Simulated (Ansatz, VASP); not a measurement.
Two plane-wave programs on In3As

```
In As
1.0
     3.37100    0.00000    0.00000
    -1.68550    2.91937    0.00000
     0.00000    0.00000   10.51845
In As
3 1
Cartesian
  1.6855 0.9731 5.2592
  0.0000 1.9462 2.3621
  0.0000 1.9462 8.1563
  1.6855 0.9731 0.0000
```

Change from the starting cell: species swapped into the GaAg3 type (P-6m2, No. 187).

Alike in both runs: functional PBE; k mesh 18 × 18 × 6; occupations gaussian, width 0.1 eV; no spin polarisation.

Ansatz relaxed the structure, and its values are those at the end. VASP's run is a single point on that final structure, the one shown.

|  | VASP | Ansatz |
| --- | --- | --- |
| version | VASP 6.6.1 | Ansatz 0.2.0 |
| potentials or method | VASP PAW PBE potentials, release 64 (In_d, As), cutoff 520 eV | scalar-relativistic, plane waves, PAW |
| valence electrons in the cell | 44 | 54 |

```tsv
	VASP	Ansatz	Ansatz less VASP
gap on the k mesh at the Fermi level (eV)	none	none	-
pressure (GPa)	0.0	0.0	+0.02
```

A gap of «none» marks a metal or a gap that the smearing closes. VASP's potentials hold 44 valence electrons a cell and Ansatz's 54, so a difference there can come from the potentials and not from the codes.
